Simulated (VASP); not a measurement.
CsCu3, 4 atoms in the cell. It takes space group Pm-3m (No. 221, cubic). Conventional cell: a = 4.452 Å, b = 4.452 Å, c = 4.452 Å, α = 90.00°, β = 90.00°, γ = 90.00°. Within 4.1 Å of Cs (site symmetry m-3m) lie 12 Cu at 3.15 Å. Cu (site symmetry 4/mmm) has 4 Cs at 3.15 Å and 8 Cu at 3.15 Å within 4.1 Å. 

```yaml
Program: VASP 6.6.1
Task: single point
Functional: PBE
Potentials_or_basis: VASP PAW PBE potentials, release 64 (Cs_sv, Cu)
Cutoff: 520 eV
k_mesh: 10 × 10 × 10
Occupations: gaussian, width 0.1 eV
Spin: no spin polarisation
Dipole_correction: no
Further_INCAR_settings: ALGO = Fast; EDIFF = 1e-06; NBANDS = 29
```

Potentials or basis: VASP PAW PBE potentials, release 64 (Cs_sv, Cu).

Command:

```sh
$ cat potpaw_PBE.64/Cs_sv/POTCAR potpaw_PBE.64/Cu/POTCAR > POTCAR
$ mpirun -np 1 vasp_std > vasp.out
```

Hardware: 1 thread of Intel(R) Xeon(R) Platinum 8488C (Sapphire Rapids), on a shared host.

How long does it take, and how much memory?

Wall time 80 s on 1 thread of Intel(R) Xeon(R) Platinum 8488C (Sapphire Rapids), on a shared host, peak memory 0.28 GiB. Counts: scf iterations 15, k points 56.
